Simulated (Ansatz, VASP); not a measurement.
# Ta in VASP and in Ansatz

Contents of INCAR:

```
ALGO = Normal
EDIFF = 1E-7
ENCUT = 520
GGA = PS
ISIF = 2
ISMEAR = 0
LASPH = True
LCHARG = False
LREAL = False
LWAVE = False
NBANDS = 12
NELM = 100
PREC = Accurate
SIGMA = 0.15
```

The input KPOINTS:

```
k-points
0
Gamma
  20 20 20
```

File POSCAR:

```
Ta
1.0
   -1.6760492000      1.6760492000      1.6017416000
    1.6760492000     -1.6760492000      1.6017416000
    1.6760492000      1.6760492000     -1.6017416000
Ta
1
Direct
    0.0000000000      0.0000000000      0.0000000000
```

Input for Ansatz:

```yaml
crystal:
  lattice:
    - [-1.6760492, 1.6760492, 1.6017416]
    - [1.6760492, -1.6760492, 1.6017416]
    - [1.6760492, 1.6760492, -1.6017416]
  atoms:
    - { symbol: Ta, position: [0.0, 0.0, 0.0] }
basis:
  ecutwfc: 420
kpoints:
  mp_grid: { grid: [20, 20, 20] }
hamiltonian:
  xc: pbesol
scf:
  occupations: { method: gaussian, width: 0.15 }
output:
  forces: true
  stress: true
  eigenvalues: true
```

Change from the starting cell: strain +0.015 along x and y, -0.030 along z, atoms carried along.

Alike in both runs: task single point; functional PBEsol; k mesh 20 × 20 × 20; occupations gaussian, width 0.15 eV; no spin polarisation.

```csv
,VASP,Ansatz
version,VASP 6.6.1,Ansatz 0.2.0
potentials or method,"VASP PAW PBE potentials, release 64 (Ta_pv), cutoff 520 eV","scalar-relativistic, plane waves, PAW"
valence electrons in the cell,11,13
```

|  | VASP | Ansatz | Ansatz less VASP |
| --- | --- | --- | --- |
| gap on the k mesh at the Fermi level (eV) | none | none | - |
| pressure (GPa) | -3.3 | -3.5 | -0.16 |
| traceless stress, the component that is largest in VASP (GPa) | 3.35 | 3.36 | +0.009 |

VASP's potentials were made for PBE, not for PBEsol. A gap of «none» marks a metal or a gap that the smearing closes. With one functional, cell and mesh, what is left measures potentials, basis and numerics. VASP's potentials hold 11 valence electrons a cell and Ansatz's 13, so a difference there can come from the potentials and not from the codes.

Spin-orbit coupling is off throughout.
